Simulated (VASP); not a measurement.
# ZrC (P6_3/mmc) in VASP: a series of runs

The runs below take ZrC through single point, relaxation of volume and atoms at fixed shape, with PBEsol.

Program: VASP 6.6.1. These are calculated values, not measurements. Logs are shortened: lines on timing, memory, paths and dates and some standing lists are left out, and cuts for length are marked.

## (1) The cell of the first run

It takes space group P6_3/mmc (No. 194, hexagonal). The conventional cell has a = 3.351 Å, b = 3.351 Å, c = 5.227 Å, α = 90.00°, β = 90.00°, γ = 120.00°. Zr (site symmetry -6m2) has 6 C at 2.33 Å within 3.1 Å. Within 3.1 Å of C (site symmetry -3m) lie 6 Zr at 2.33 Å and 2 C at 2.61 Å.

## (2) Single point, PBEsol

Input file INCAR:

```
SYSTEM = ZrC
PREC     = Accurate       ! precision mode
ENCUT    = 520            ! plane-wave cutoff, eV
EDIFF    = 1E-7           ! SCF threshold, eV
ISMEAR   = -1             ! smearing method
SIGMA    = 0.1            ! smearing width, eV
LREAL    = .False.        ! projectors in reciprocal space
LASPH    = .True.         ! aspherical terms in the spheres
NELM     = 80             ! most SCF steps
ALGO     = Normal         ! electronic algorithm
ISIF     = 2              ! what is computed and relaxed
LWAVE    = .False.        ! write WAVECAR
LCHARG   = .True.         ! write CHGCAR
GGA      = PS             ! functional
LELF     = .True.         ! ELF
LVHAR    = .True.       
NBANDS   = 24             ! bands
```

Input file KPOINTS:

```
regular mesh
0
Gamma
  14 14 8
  0 0 0
```

Input file POSCAR:

```
ZrC
1.0
    3.3507354197      0.0000000029      0.0000000000
   -1.6753677123      2.9018219934      0.0000000000
    0.0000000000      0.0000000000      5.2265050782
Zr C
2 2
Direct
    0.3333333333      0.6666666667      0.2500000000
    0.6666666667      0.3333333333      0.7500000000
    0.0000000000      0.0000000000      0.0000000000
    0.0000000000      0.0000000000      0.5000000000
```

Potentials or basis: VASP PAW PBE potentials, release 64 (Zr_sv, C).

Started as:

```console
cat potpaw_PBE.64/Zr_sv/POTCAR potpaw_PBE.64/C/POTCAR > POTCAR
mpirun -np 1 vasp_std > vasp.out
```

OUTCAR:

```text
SYSTEM = ZrC
   PREC = Accurate
   ENCUT = 520
   EDIFF = 1E-7
   ISMEAR = -1
   LREAL = .False.
   LASPH = .True.
   NELM = 80
   ISIF = 2
   GGA = PS

 ion  position               nearest neighbor table
   1  0.333  0.667  0.250-   3 2.33   4 2.33   3 2.33   4 2.33   3 2.33   4 2.33   2 3.25   2 3.25
                             2 3.25   2 3.25   2 3.25   2 3.25
   2  0.667  0.333  0.750-   3 2.33   4 2.33   3 2.33   4 2.33   3 2.33   4 2.33   1 3.25   1 3.25
                             1 3.25   1 3.25   1 3.25   1 3.25
   3  0.000  0.000  0.000-   1 2.33   2 2.33   1 2.33   2 2.33   2 2.33   1 2.33
   4  0.000  0.000  0.500-   1 2.33   2 2.33   1 2.33   2 2.33   2 2.33   1 2.33

  LATTYP: Found a hexagonal cell.
 ALAT       =     3.3507354197
 C/A-ratio  =     1.5598083476

  Lattice vectors:

 A1 = (   3.3507354197,   0.0000000029,   0.0000000000)
 A2 = (  -1.6753677123,   2.9018219934,   0.0000000000)
 A3 = (   0.0000000000,   0.0000000000,   5.2265050782)

Analysis of symmetry for initial positions (statically):
=====================================================================
 Subroutine PRICEL returns:
 Original cell was already a primitive cell.

 Routine SETGRP: Setting up the symmetry group for a
 hexagonal supercell.

 Subroutine GETGRP returns: Found 24 space group operations
 (whereof 12 operations were pure point group operations)
 out of a pool of 24 trial point group operations.

The static configuration has the point symmetry D_3d.
 The point group associated with its full space group is D_6h.

Analysis of symmetry for dynamics (positions and initial velocities):
=====================================================================
 Subroutine PRICEL returns:
 Original cell was already a primitive cell.

 Routine SETGRP: Setting up the symmetry group for a
 hexagonal supercell.

 Subroutine GETGRP returns: Found 24 space group operations
 (whereof 12 operations were pure point group operations)
 out of a pool of 24 trial point group operations.

The dynamic configuration has the point symmetry D_3d.
 The point group associated with its full space group is D_6h.

 Subroutine INISYM returns: Found 24 space group operations
 (whereof 12 operations are pure point group operations),
 and found     1 'primitive' translations
[... 93 lines left out ...]
   ISPIN  =      1    spin polarized calculation?
   LNONCOLLINEAR =      F non collinear calculations
   LSORBIT =      F    spin-orbit coupling
   LASPH  =      T    aspherical Exc in radial PAW
   ENCUT  =  520.0 eV  38.22 Ry    6.18 a.u.   6.23  6.23  9.72*2*pi/ulx,y,z
   NELM   =     80;   NELMIN=  2; NELMDL= -5     # of ELM steps
   EDIFF  = 0.1E-06   stopping-criterion for ELM
   LREAL  =      F    real-space projection
   EDIFFG = 0.1E-05   stopping-criterion for IOM
   NSW    =      0    number of steps for IOM
   IBRION =     -1    ionic relax: 0-MD 1-quasi-New 2-CG
   NFREE  =      0    steps in history (QN), initial steepest desc. (CG)
   ISIF   =      2    stress and relaxation
   ISYM   =      2    0-nonsym 1-usesym 2-fastsym
   POTIM  = 0.5000    time-step for ionic-motion
   TEBEG  =    0.0;   TEEND  =   0.0 temperature during run
   PSTRESS=    0.0 pullay stress
   NELECT =      32.0000    total number of electrons
   NUPDOWN=      -1.0000    fix difference up-down
   EMIN   =  10.00;   EMAX   =-10.00  energy-range for DOS
   EFERMI =   0.00;   METHOD = LEGACY
   ISMEAR =    -1;   SIGMA  =   0.10  broadening in eV -4-tet -1-fermi 0-gaus
   EFERMI_NEDOS =   21; number of points for ismear=-14 and -15
   IALGO  =     38    algorithm
   IMIX   =      4    mixing-type and parameters
     AMIX     =   0.40;   BMIX     =  1.00
     AMIX_MAG =   1.60;   BMIX_MAG =  1.00
  volume/ion in A,a.u.               =      12.70        85.74
  Fermi-wavevector in a.u.,A,eV,Ry     =   1.403193  2.651650 26.789198  1.968950
  Thomas-Fermi vector in A             =   2.525879
   LORBIT       =      0    0 simple, 1 ext, 2 COOP (PROOUT), +10 PAW based schemes
   GGA     = PS    functional components
   LHFCALC =     F    Hartree Fock is set to
   AEXX    =    0.0000 exact exchange contribution
   IVDW    =     0    specifies the selected vdW correction
   LEPSILON=     F    determine dielectric tensor
   LRPA    =     F    only Hartree local field effects (RPA)
 non-spin polarized calculation
  energy-cutoff  :      520.00
  volume of cell :       50.82
 maximum number of plane-waves:      1387
 NGX is ok and might be reduce to    28
   NGX = 13   NGY = 13   NGZ = 19

 number of electron      32.0000000 magnetization

 Free energy of the ion-electron system (eV)
  ---------------------------------------------------
  ext. energy  EPLUGINS =         0.00000000
  ---------------------------------------------------
  free energy    TOTEN  =       -40.52075034 eV

  energy without entropy =      -40.50174425  energy(sigma->0) =      -40.51124729

 E-fermi :  10.1594     XC(G=0): -12.3846

 val. band max:       10.0550595581   @ k =   0.1429   0.0000   0.0000
 cond. band min:      10.1800435009   @ k =   0.2857   0.2857   0.0000
 fundamental gap:      0.1249839429
 Fermi energy:        10.1594080216

 k-point     1 :       0.0000    0.0000    0.0000
  band No.  band energies     occupation
      1     -38.0612      2.00000
      2     -37.9263      2.00000
      3     -16.7420      2.00000
      4     -15.9331      2.00000
      5     -15.9331      2.00000
      6     -15.8230      2.00000
[... 637 lines left out ...]
     23      17.5833      0.00000
     24      17.6229      0.00000

 [... further k-points ...]

------------------------ aborting loop because EDIFF is reached ----------------------------------------

  FORCE on cell =-STRESS in cart. coord.  units (eV):
  Direction    XX          YY          ZZ          XY          YZ          ZX
  --------------------------------------------------------------------------------------
  -------------------------------------------------------------------------------------
  Total        0.1324424      0.1324424      0.0926394      0.0000000      0.0000000      0.0000000
  in kB        4.1755670      4.1755670      2.9206792      0.0000000      0.0000000      0.0000000
  external PRESSURE =       3.7572711 kB  Pullay stress =       0.0000000 kB

 VOLUME and BASIS-vectors are now :
 -----------------------------------------------------------------------------
  energy-cutoff  :      520.00
  volume of cell :       50.82
      direct lattice vectors                 reciprocal lattice vectors
     3.350735420  0.000000003  0.000000000     0.298441946  0.172305538  0.000000000
    -1.675367712  2.901821993  0.000000000    -0.000000000  0.344611076  0.000000000
     0.000000000  0.000000000  5.226505078     0.000000000  0.000000000  0.191332446

 POSITION                                       TOTAL-FORCE (eV/Angst)
 -----------------------------------------------------------------------------------
     -0.00000      1.93455      1.30663        -0.000000      0.000000      0.000000
      1.67537      0.96727      3.91988         0.000000     -0.000000      0.000000
      0.00000      0.00000      0.00000        -0.000000      0.000000      0.000000
      0.00000      0.00000      2.61325        -0.000000      0.000000      0.000000
 -----------------------------------------------------------------------------------
    total drift:                               -0.000000      0.000000     -0.000000

  FREE ENERGIE OF THE ION-ELECTRON SYSTEM (eV)
  ---------------------------------------------------
  free  energy   TOTEN  =       -40.5207503390 eV

  energy  without entropy=      -40.5017442478  energy(sigma->0) =      -40.51124729
```

OSZICAR:

```text
N       E                     dE             d eps       ncg     rms          rms(c)
DAV:   1     0.252095490015E+03    0.25210E+03   -0.17117E+04  5760   0.136E+03
DAV:   2    -0.255719781947E+02   -0.27767E+03   -0.26266E+03  6920   0.374E+02
DAV:   3    -0.460225283509E+02   -0.20451E+02   -0.20177E+02 10480   0.814E+01
DAV:   4    -0.466004300217E+02   -0.57790E+00   -0.57754E+00  6824   0.137E+01
DAV:   5    -0.466213478788E+02   -0.20918E-01   -0.20917E-01  9144   0.184E+00    0.312E+01
DAV:   6    -0.408883500054E+02    0.57330E+01   -0.29642E+01  6872   0.278E+01    0.126E+01
DAV:   7    -0.405578318974E+02    0.33052E+00   -0.25943E+00  8208   0.794E+00    0.879E+00
DAV:   8    -0.405620608873E+02   -0.42290E-02   -0.53303E-01  6664   0.382E+00    0.181E+00
DAV:   9    -0.405209971802E+02    0.41064E-01   -0.19611E-01  7896   0.177E+00    0.600E-01
DAV:  10    -0.405216731625E+02   -0.67598E-03   -0.10173E-02  7376   0.670E-01    0.332E-01
DAV:  11    -0.405207605617E+02    0.91260E-03   -0.27795E-03  7872   0.259E-01    0.643E-02
DAV:  12    -0.405207514139E+02    0.91478E-05   -0.12446E-04  7176   0.632E-02    0.111E-02
DAV:  13    -0.405207515968E+02   -0.18285E-06   -0.12037E-05  7224   0.198E-02    0.662E-03
DAV:  14    -0.405207504159E+02    0.11809E-05   -0.23224E-06  6768   0.912E-03    0.297E-03
DAV:  15    -0.405207503390E+02    0.76971E-07   -0.17495E-07  5520   0.278E-03
   1 F= -.40520750E+02 E0= -.40511247E+02  d E =-.190061E-01
```

Wall time 1.9 min (1 thread of AMD EPYC 9R45 (Zen 5), shared host); peak memory 0.23 GiB.

Results:

```yaml
Free_energy: -40.5208 eV
Pressure: 0.4 GPa
Band_gap_on_the_k_mesh: zero (bands 16 and 17 overlap by 1.24 eV)
```

Caveat: the PAW data sets were made with another functional, which shifts forces and pressure a little.

## (3) Relaxation of volume and atoms at fixed shape, PBEsol

This run uses another cell than the first one, of 13.17 Å³/atom.

Input file INCAR:

```
  ALGO = Normal
  EDIFF = 1E-6
  EDIFFG = -0.02
  ENCUT = 600
  GGA = PS
  IBRION = 2
  ISIF = 8
  ISMEAR = -1
  LASPH = True
  LCHARG = False
  LREAL = False
  LWAVE = False
  NELM = 60
  NSW = 60
  PREC = Accurate
  SIGMA = 0.1
```

Input file KPOINTS:

```
k-points
0
Gamma
  14 14 8
```

Input file POSCAR:

```
ZrC
1.0
    3.3914762700      0.0000000000      0.0000000000
   -1.6957381400      2.9371046100      0.0000000000
    0.0000000000      0.0000000000      5.2900530000
Zr C
2 2
Direct
    0.3333333301      0.6666666701      0.2500000000
    0.6666666699      0.3333333299      0.7500000000
    0.0000000000      0.0000000000      0.0000000000
    0.0000000000      0.0000000000      0.5000000000
```

Potentials or basis: VASP PAW PBE potentials, release 64 (Zr_sv, C).

Started as:

```console
cat potpaw_PBE.64/Zr_sv/POTCAR potpaw_PBE.64/C/POTCAR > POTCAR
mpirun -np 1 vasp_std > vasp.out
```

Run time: 4.1 min. Hardware: 1 thread of AMD EPYC 9R45 (Zen 5), shared host; peak memory 0.26 GiB.

It converged, with:

| Item | Value |
| --- | --- |
| Free energy | -40.5243 eV |
| Relaxed volume | 12.73 Å³/atom |
| Relaxed cell | a = 3.353 Å, b = 3.353 Å, c = 5.230 Å, α = 90.00°, β = 90.00°, γ = 120.00° |
| Space group after relaxing (to 0.1 Å) | P6_3/mmc (No. 194) |
| Energy gained by relaxing | 11.1 meV/atom |
| Ionic steps | 3 |
| Pressure after relaxing | -0.1 GPa |
| Band gap on the k mesh | zero (bands 16 and 17 overlap by 1.24 eV) |

Stress tensor (GPa, compression positive):
```
-0.11  0.00  0.00
 0.00 -0.11  0.00
 0.00  0.00 -0.21
```

Step by step:
```
step  energy change (eV)  largest force (eV/Å)  pressure (GPa)  volume (Å³)
   1              0.0000                0.0000           -7.60        52.69
   2              0.0805                0.0000           14.91        48.07
   3             -0.0443                0.0000           -0.14        50.91
```

Final structure:
```
CELL_PARAMETERS angstrom
3.35280 0.00000 0.00000
-1.67640 2.90361 0.00000
0.00000 0.00000 5.22973
ATOMIC_POSITIONS crystal
Zr 0.33333 0.66667 0.25000
Zr 0.66667 0.33333 0.75000
C 0.00000 0.00000 0.00000
C 0.00000 0.00000 0.50000
```

Levels at points of the mesh, in eV from the Fermi level:
```csv
k point,band 14,band 15,band 16,band 17,band 18,band 19
"(0.00, 0.00, 0.00)",-1.25,-1.25,0.82,1.14,1.14,1.56
"(0.50, 0.00, 0.00)",-3.00,-1.68,-0.87,1.46,4.12,4.29
"(0.00, 0.00, 0.50)",-2.63,-2.63,-2.63,3.41,3.41,3.41
"(0.50, 0.00, 0.50)",-2.94,-2.28,-2.28,1.38,1.38,4.07
```

Caveat: the PAW data sets were made with another functional, which shifts forces and pressure a little.
